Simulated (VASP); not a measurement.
Crystal: Be2ZnTe2Se.

```
CELL_PARAMETERS angstrom
3.61083 0.00000 0.00000
0.00000 3.61083 0.00000
0.00000 0.00000 9.88900
ATOMIC_POSITIONS crystal
Be 0.50000 0.00000 0.79618
Be 0.00000 0.50000 0.20382
Zn 0.50000 0.50000 0.00000
Te 0.50000 0.00000 0.33952
Te 0.00000 0.50000 0.66048
Se 0.00000 0.00000 0.00000
```

The cell was generated, and may not be a known phase.

```yaml
Program: VASP 6.6.1
Task: relaxation of cell and atoms
Functional: PBE
Potentials_or_basis: VASP PAW PBE potentials, release 64 (Be, Zn, Te, Se)
Cutoff: 600 eV
k_mesh: 6 × 6 × 2
Occupations: gaussian, width 0.1 eV
Spin: no spin polarisation
```

At the start: pressure -2.6 GPa; volume 21.49 Å³/atom.

Q: Where does the relaxation end?

A: Over 28 steps the energy falls by 127.8 meV/atom and the volume is 30.48 Å³/atom (+41.8 %); space group P-4m2 (No. 115, to 0.1 Å) before and after.

The path:
```csv
step,energy change (eV),largest force (eV/Å),pressure (GPa),volume (Å³)
1,0.0000,0.9023,-2.56,128.93
2,-0.1599,0.6474,0.20,122.64
3,-0.1835,0.5937,2.54,118.60
4,-0.2873,0.4111,2.18,120.19
5,-0.3339,0.2843,1.57,122.59
6,-0.3928,0.1455,-0.68,128.25
7,-0.3958,0.1445,-1.44,130.46
8,-0.4390,0.1306,-0.97,131.05
9,-0.4640,0.1974,-0.27,131.69
10,-0.4654,0.2238,-0.06,131.85
11,-0.4726,0.1737,0.14,131.79
12,-0.4858,0.1063,0.77,131.60
13,-0.4746,0.2927,2.12,131.22
14,-0.4877,0.0741,1.14,131.49
15,-0.4916,0.0807,1.02,132.00
16,-0.5011,0.1133,0.68,133.52
17,-0.5118,0.1755,0.05,136.61
18,-0.5229,0.1689,0.00,137.67
19,-0.5554,0.1528,-0.15,140.84
20,-0.6132,0.1100,-0.39,147.19
21,-0.7041,0.0821,-0.33,159.88
22,-0.7492,0.1113,-0.24,185.20
23,-0.7540,0.0835,-0.17,179.45
24,-0.7538,0.0887,-0.18,181.10
25,-0.7429,0.0700,1.17,176.27
26,-0.7558,0.0819,0.18,179.72
27,-0.7601,0.0669,0.13,180.61
28,-0.7668,0.0296,-0.02,182.88
```

Final structure:
```yaml
crystal:
  lattice:
    - [3.57481, 0.00000, 0.00000]
    - [0.00000, 3.57481, 0.00000]
    - [0.00000, 0.00000, 14.31081]
  atoms:
    - { symbol: Be, position: [0.50000, 0.00000, 0.71049] }
    - { symbol: Be, position: [0.00000, 0.50000, 0.28951] }
    - { symbol: Zn, position: [0.50000, 0.50000, 0.00000] }
    - { symbol: Te, position: [0.50000, 0.00000, 0.29315] }
    - { symbol: Te, position: [0.00000, 0.50000, 0.70685] }
    - { symbol: Se, position: [0.00000, 0.00000, 0.00000] }
```

Caveat: the volume moved by over 15 % at a fixed basis, so the end points are rough.
